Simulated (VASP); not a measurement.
Here is a VASP 6.6.1 calculation.

Contents of INCAR:

```
SYSTEM = YGeF5
  PREC = Accurate
  ENCUT = 520
  EDIFF = 1E-6
  ISMEAR = 0
  SIGMA = 0.1
  LREAL = .False.
  LASPH = .True.
  NELM = 100
  ALGO = Normal
  ISIF = 2
  LWAVE = .False.
  LCHARG = .False.
  GGA = PE
  NBANDS = 39
```

Contents of KPOINTS:

```
regular mesh
0
Gamma
  8 8 8
  0 0 0
```

POSCAR

```
YGeF5
1.0
    0.0000000000      4.9495242400      4.9495242400
    4.9495242400      0.0000000000      4.9495242400
    4.9495242400      4.9495242400      0.0000000000
Y Ge F
1 1 5
Direct
    0.5000000000      0.5000000000      0.5000000000
    0.7500000000      0.7500000000      0.7500000000
    0.8508858254      0.4473425238      0.8508858254
    0.8508858254      0.8508858254      0.8508858254
    0.4473425238      0.8508858254      0.8508858254
    0.8508858254      0.8508858254      0.4473425238
    0.0000000000      0.0000000000      0.0000000000
```

Potentials or basis: VASP PAW PBE potentials, release 64 (Y_sv, Ge_d, F).

Run with:

```sh
$ cat potpaw_PBE.64/Y_sv/POTCAR potpaw_PBE.64/Ge_d/POTCAR potpaw_PBE.64/F/POTCAR > POTCAR
$ mpirun -np 1 vasp_std > vasp.out
```

(1) Predict the band gap on the k mesh.

(2) Predict the pressure.

(3) Predict the largest force.

Results:

(1) 0.12 eV, indirect (least direct gap 0.16 eV).

(2) 0.1 GPa.

(3) 0.121 eV/Å.
